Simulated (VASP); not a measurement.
# Rh (P6/mmm) in VASP: single point with PBEsol

Aim: the single point of Rh with PBEsol.

All numbers are computed with VASP 6.6.1; they aren't measurements. Logs are shortened: lines on timing, memory, paths and dates and some standing lists are left out, and cuts for length are marked.

## Step 1: The cell of the first run

The structure is hexagonal, space group P6/mmm (No. 191). Conventional cell: a = 2.175 Å, b = 2.175 Å, c = 2.061 Å, α = 90.00°, β = 90.00°, γ = 120.00°. Rh (site symmetry 6/mmm) has 8 Rh at 2.06 to 2.17 Å within 2.7 Å.

This isn't the form of Rh at room conditions, which is fcc.

## Step 2: Single point, PBEsol

INCAR reads:

```
  PREC = Accurate
  ENCUT = 620
  EDIFF = 1E-6
  ISMEAR = -1
  SIGMA = 0.1
  LREAL = F
  LASPH = T
  NELM = 120
  ALGO = Normal
  ISIF = 2
  LWAVE = F
  LCHARG = F
  GGA = PS
  NBANDS = 14
  GGA_COMPAT = F
```

KPOINTS reads:

```
Automatic mesh
0
Gamma
  20 20 19
```

POSCAR reads:

```
Rh
1.0
    2.1747758500      0.0000000000      0.0000000000
   -1.0873879250      1.8834111336      0.0000000000
    0.0000000000      0.0000000000      2.0607567947
Rh
1
Direct
    0.0000000000      0.0000000000      0.0000000000
```

Potentials or basis: VASP PAW PBE potentials, release 64 (Rh_sv_GW).

Command:

```sh
> cat potpaw_PBE.64/Rh_sv_GW/POTCAR > POTCAR
> mpirun -np 1 vasp_std > vasp.out
```

OUTCAR:

```text
PREC = Accurate
   ENCUT = 620
   EDIFF = 1E-6
   ISMEAR = -1
   LREAL = F
   LASPH = T
   NELM = 120
   ISIF = 2
   GGA = PS

 ion  position               nearest neighbor table
   1  0.000  0.000  0.000-

  LATTYP: Found a hexagonal cell.
 ALAT       =     2.1747758500
 C/A-ratio  =     0.9475720427

  Lattice vectors:

 A1 = (   2.1747758500,   0.0000000000,   0.0000000000)
 A2 = (  -1.0873879250,   1.8834111336,   0.0000000000)
 A3 = (   0.0000000000,   0.0000000000,   2.0607567947)

Analysis of symmetry for initial positions (statically):
=====================================================================
 Subroutine PRICEL returns:
 Original cell was already a primitive cell.

 Routine SETGRP: Setting up the symmetry group for a
 hexagonal supercell.

 Subroutine GETGRP returns: Found 24 space group operations
 (whereof 24 operations were pure point group operations)
 out of a pool of 24 trial point group operations.

The static configuration has the point symmetry D_6h.

Analysis of symmetry for dynamics (positions and initial velocities):
=====================================================================
 Subroutine PRICEL returns:
 Original cell was already a primitive cell.

 Routine SETGRP: Setting up the symmetry group for a
 hexagonal supercell.

 Subroutine GETGRP returns: Found 24 space group operations
 (whereof 24 operations were pure point group operations)
 out of a pool of 24 trial point group operations.

The dynamic configuration has the point symmetry D_6h.

 Subroutine INISYM returns: Found 24 space group operations
 (whereof 24 operations are pure point group operations),
 and found     1 'primitive' translations

----------------------------------------------------------------------------------------

                                     Primitive cell

  volume of cell :       8.4409

  direct lattice vectors                    reciprocal lattice vectors
     2.174775850  0.000000000  0.000000000     0.459817503  0.265475759  0.000000000
    -1.087387925  1.883411134  0.000000000     0.000000000  0.530951518  0.000000000
     0.000000000  0.000000000  2.060756795     0.000000000  0.000000000  0.485258621

  length of vectors
     2.174775850  2.174775850  2.060756795     0.530951518  0.530951518  0.485258621

  position of ions in fractional coordinates (direct lattice)
     0.000000000  0.000000000  0.000000000

  ion indices of the primitive-cell ions
   primitive index   ion index
                 1           1
[... 74 lines left out ...]
   EDIFFG = 0.1E-04   stopping-criterion for IOM
   NSW    =      0    number of steps for IOM
   IBRION =     -1    ionic relax: 0-MD 1-quasi-New 2-CG
   NFREE  =      0    steps in history (QN), initial steepest desc. (CG)
   ISIF   =      2    stress and relaxation
   ISYM   =      2    0-nonsym 1-usesym 2-fastsym
   POTIM  = 0.5000    time-step for ionic-motion
   TEBEG  =    0.0;   TEEND  =   0.0 temperature during run
   PSTRESS=    0.0 pullay stress
   NELECT =      17.0000    total number of electrons
   NUPDOWN=      -1.0000    fix difference up-down
   EMIN   =  10.00;   EMAX   =-10.00  energy-range for DOS
   EFERMI =   0.00;   METHOD = LEGACY
   ISMEAR =    -1;   SIGMA  =   0.10  broadening in eV -4-tet -1-fermi 0-gaus
   EFERMI_NEDOS =   21; number of points for ismear=-14 and -15
   IALGO  =     38    algorithm
   IMIX   =      4    mixing-type and parameters
     AMIX     =   0.40;   BMIX     =  1.00
     AMIX_MAG =   1.60;   BMIX_MAG =  1.00
  volume/ion in A,a.u.               =       8.44        56.96
  Fermi-wavevector in a.u.,A,eV,Ry     =   2.067421  3.906860 58.154448  4.274231
  Thomas-Fermi vector in A             =   3.065974
   LORBIT       =      0    0 simple, 1 ext, 2 COOP (PROOUT), +10 PAW based schemes
   GGA     = PS    functional components
   LHFCALC =     F    Hartree Fock is set to
   AEXX    =    0.0000 exact exchange contribution
   IVDW    =     0    specifies the selected vdW correction
   LEPSILON=     F    determine dielectric tensor
   LRPA    =     F    only Hartree local field effects (RPA)
 non-spin polarized calculation
  energy-cutoff  :      620.00
  volume of cell :        8.44
 maximum number of plane-waves:       315
 NGX is ok and might be reduce to    18
   NGX =  9   NGY =  9   NGZ =  9

 number of electron      16.9999999 magnetization

 Free energy of the ion-electron system (eV)
  ---------------------------------------------------
  ext. energy  EPLUGINS =         0.00000000
  ---------------------------------------------------
  free energy    TOTEN  =        -0.82720099 eV

  energy without entropy =       -0.80424236  energy(sigma->0) =       -0.81572168

 E-fermi :  21.4416     XC(G=0): -17.5858

 val. band max:       21.4356793031   @ k =   0.1500   0.1500   0.4211
 cond. band min:      21.4420761650   @ k =   0.2000   0.0500   0.2632
 fundamental gap:      0.0063968618
 Fermi energy:        21.4415546146

 k-point     1 :       0.0000    0.0000    0.0000
  band No.  band energies     occupation
      1     -60.0977      2.00000
      2     -25.6406      2.00000
      3     -25.6406      2.00000
      4     -25.5674      2.00000
      5       9.4386      2.00000
      6      10.0803      2.00000
      7      15.0315      2.00000
      8      15.0315      2.00000
      9      23.7810      0.00000
     10      23.7810      0.00000
     11      35.5825      0.00000
     12      42.0939      0.00000
     13      49.3190      0.00000
     14      49.3190      0.00000
[... 377 lines left out ...]
      1     -59.4631      2.00000
      2     -28.4368      2.00000
      3     -26.4761      2.00000
      4     -25.2132      2.00000
      5      10.8609      2.00000
      6      11.7242      2.00000
      7      16.0155      2.00000
      8      19.5953      2.00000
      9      21.6851      0.16095
     10      22.6171      0.00002
     11      38.5670      0.00000
     12      41.4163      0.00000
     13      46.5779      0.00000
     14      49.6283      0.00000

 [... further k-points ...]
[... 5 lines left out ...]
  --------------------------------------------------------------------------------------
  -------------------------------------------------------------------------------------
  Total       26.9506365     26.9506365     26.9518147     -0.0000000      0.0000000      0.0000000
  in kB     5115.5605917   5115.5605915   5115.7842303     -0.0000000      0.0000000      0.0000000
  external PRESSURE =    5115.6351378 kB  Pullay stress =       0.0000000 kB

 VOLUME and BASIS-vectors are now :
 -----------------------------------------------------------------------------
  energy-cutoff  :      620.00
  volume of cell :        8.44
      direct lattice vectors                 reciprocal lattice vectors
     2.174775850  0.000000000  0.000000000     0.459817503  0.265475759  0.000000000
    -1.087387925  1.883411134  0.000000000     0.000000000  0.530951518  0.000000000
     0.000000000  0.000000000  2.060756795     0.000000000  0.000000000  0.485258621

 POSITION                                       TOTAL-FORCE (eV/Angst)
 -----------------------------------------------------------------------------------
      0.00000      0.00000      0.00000         0.000000      0.000000      0.000000
 -----------------------------------------------------------------------------------
    total drift:                                0.000000      0.000000      0.000000

  FREE ENERGIE OF THE ION-ELECTRON SYSTEM (eV)
  ---------------------------------------------------
  free  energy   TOTEN  =        -0.8272009949 eV

  energy  without entropy=       -0.8042423600  energy(sigma->0) =       -0.81572168
```

Run time: 46 s. Hardware: 1 thread of Intel Xeon Platinum 8375C at 2.90GHz (Ice Lake), shared host; peak memory 0.2 GiB.

What came out:

| Quantity | Value |
| --- | --- |
| Free energy | -0.8272 eV |
| Pressure | 511.6 GPa |
| Band gap on the k mesh | zero (an odd number of electrons rules out a gap without spin polarisation) |

Levels at points of the mesh, in eV from the Fermi level:
| k point | band 7 | band 8 | band 9 | band 10 | band 11 | band 12 |
| --- | --- | --- | --- | --- | --- | --- |
| (0.00, 0.00, 0.00) | -6.41 | -6.41 | 2.34 | 2.34 | 14.14 | 20.65 |
| (0.50, 0.00, 0.00) | -3.45 | 0.63 | 1.08 | 2.96 | 14.82 | 18.37 |

Caveat: the cell stands under pressure; the PAW data sets were made with another functional, which shifts forces and pressure a little.
